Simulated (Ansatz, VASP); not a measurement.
Two plane-wave programs on Ga

```
Ga
1.0
     1.36899   -3.95256    0.00000
     1.36899    3.95256    0.00000
     0.00000    0.00000    3.31380
Ga
2
Direct
  0.86613 0.13387 0.25000
  0.13387 0.86613 0.75000
```

Alike in both runs: functional PBEsol; k mesh 16 × 16 × 14; occupations gaussian, width 0.1 eV; no spin polarisation.

Ansatz relaxed the structure, and its values are those at the end. VASP's run is a single point on that final structure, the one shown.

```csv
,VASP,Ansatz
version,VASP 6.6.1,Ansatz 0.2.0
potentials or method,"VASP PAW PBE potentials, release 64 (Ga_d), cutoff 520 eV","scalar-relativistic, plane waves, PAW"
valence electrons in the cell,26,26
```

|  | VASP | Ansatz | Ansatz less VASP |
| --- | --- | --- | --- |
| gap on the k mesh at the Fermi level (eV) | none | none | - |
| pressure (GPa) | 0.1 | 0.0 | -0.10 |

VASP's potentials were made for PBE, not for PBEsol. A gap of «none» marks a metal or a gap that the smearing closes. With one functional, cell and mesh, what is left measures potentials, basis and numerics.
